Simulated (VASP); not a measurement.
A run of VASP 6.6.1:

POSCAR

```
SnSe
1.0
    0.0000000000      2.6454205252      2.6454205252
    2.6454205252      0.0000000000      2.6454205252
    2.6454205252      2.6454205252      0.0000000000
Sn Se
1 1
Direct
    0.0000000000      0.0000000000      0.0000000000
    0.5000000000      0.5000000000      0.5000000000
```

Contents of INCAR.step1:

```
SYSTEM = SnSe
PREC     = Accurate       ! precision mode
ENCUT    = 600            ! plane-wave cutoff, eV
ISMEAR   = -1             ! smearing method
SIGMA    = 0.1            ! smearing width, eV
LREAL    = .FALSE.        ! projectors in reciprocal space
LASPH    = .TRUE.         ! aspherical terms in the spheres
NELM     = 80             ! most SCF steps
GGA      = PE             ! functional
ALGO     = Normal         ! electronic algorithm
EDIFF    = 1E-4           ! SCF threshold, eV
LWAVE    = .TRUE.         ! write WAVECAR
LCHARG   = .FALSE.        ! write CHGCAR
```

INCAR.step2

```
SYSTEM = SnSe
PREC     = Accurate       ! precision mode
ENCUT    = 600            ! plane-wave cutoff, eV
EDIFF    = 1E-6           ! SCF threshold, eV
ISMEAR   = -1             ! smearing method
SIGMA    = 0.1            ! smearing width, eV
LREAL    = .FALSE.        ! projectors in reciprocal space
LASPH    = .TRUE.         ! aspherical terms in the spheres
NELM     = 80             ! most SCF steps
ALGO     = Normal         ! electronic algorithm
ISIF     = 3              ! what is computed and relaxed
LWAVE    = .FALSE.        ! write WAVECAR
LCHARG   = .FALSE.        ! write CHGCAR
METAGGA  = R2SCAN         ! meta-GGA
LMIXTAU  = .TRUE.       
IBRION   = 2              ! ionic algorithm
NSW      = 60             ! ionic steps
EDIFFG   = -0.005         ! ionic threshold
ISTART   = 1
```

The input KPOINTS:

```
regular mesh
0
G
  12 12 12
  0 0 0
```

Potentials or basis: VASP PAW PBE potentials, release 64 (Sn_d, Se).

Launch:

```bash
$ cat potpaw_PBE.64/Sn_d/POTCAR potpaw_PBE.64/Se/POTCAR > POTCAR
$ cp INCAR.step1 INCAR
$ mpirun -np 1 vasp_std > vasp.out
$ cp INCAR.step2 INCAR
$ mpirun -np 1 vasp_std > vasp.out
```

Hardware: 1 thread of Intel(R) Xeon(R) 6975P-C (Granite Rapids), with other jobs on the host.

Question: Estimate the wall time of this run.

Answer: It took 11 min on 1 thread of Intel(R) Xeon(R) 6975P-C (Granite Rapids) (shared host), peak memory 0.22 GiB. Counts: k points 72, ion steps 18.
